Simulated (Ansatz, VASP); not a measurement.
## Hf4Br in VASP and in Ansatz

```
Hf Br
1.0
     3.67910    0.00000    0.00000
     0.00000    3.67910    0.00000
     0.00000    0.00000    9.30971
Hf Br
4 1
Direct
  0.00000 0.00000 0.50000
  0.50000 0.50000 0.00000
  0.50000 0.50000 0.67129
  0.50000 0.50000 0.32871
  0.00000 0.00000 0.00000
```

Alike in both runs: functional PBE; k mesh 6 × 6 × 2; occupations gaussian, width 0.1 eV; no spin polarisation.

Ansatz relaxed the structure, and its values are those at the end. VASP's run is a single point on that final structure, the one shown.

```csv
,VASP,Ansatz
version,VASP 6.6.1,Ansatz 0.2.0
potentials or method,"VASP PAW PBE potentials, release 64 (Hf_pv, Br), cutoff 520 eV","scalar-relativistic, plane waves, PAW"
valence electrons in the cell,47,111
```

```tsv
	VASP	Ansatz	Ansatz less VASP
gap on the k mesh at the Fermi level (eV)	none	none	-
pressure (GPa)	-0.3	0.0	+0.37
rms of the force components (eV/Å)	0.015	0.007	-0.0081
```

A gap of «none» marks a metal or a gap that the smearing closes. VASP's potentials hold 47 valence electrons a cell and Ansatz's 111, so a difference there can come from the potentials and not from the codes.

Spin-orbit coupling is off throughout.
